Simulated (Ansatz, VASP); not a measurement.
**Two plane-wave programs on TaN**

```xyz
4
Lattice="3.1078 0.0000 0.0000 -1.5539 2.6914 0.0000 0.0000 0.0000 5.0145" Properties=species:S:1:pos:R:3 pbc="T T T"
Ta    0.0000    0.0000    0.0000
Ta    0.0000    0.0000    2.5072
N     0.0000    1.7943    1.2536
N     1.5539    0.8971    3.7608
```

Change from the starting cell: volume scaled by 1.06, ions relaxed.

Alike in both runs: functional PBE; k mesh 18 × 18 × 10; occupations fermi-dirac, width 0.05 eV; collinear spin.

Ansatz relaxed the structure, and its values are those at the end. VASP's run is a single point on that final structure, the one shown.

|  | VASP | Ansatz |
| --- | --- | --- |
| version | VASP 6.6.1 | Ansatz 0.2.0 |
| potentials or method | VASP PAW PBE potentials, release 64 (Ta_pv, N) | plane-wave PAW, scalar-relativistic |
| plane-wave cutoff (eV) | 600 | 420 |
| valence electrons in the cell | 32 | 36 |

```tsv
	VASP	Ansatz	Ansatz less VASP
pressure (GPa)	32.5	31.6	-0.92
net moment per atom (μB)	0.00	0.00	0.000
```

Both programs put the cell under a high pressure, so it lies far from rest at this level. VASP's potentials hold 32 valence electrons a cell and Ansatz's 36, so a difference there can come from the potentials and not from the codes. Ansatz's warnings: seeded moment not kept, stress scf threshold loose.

Spin-orbit coupling is off throughout.
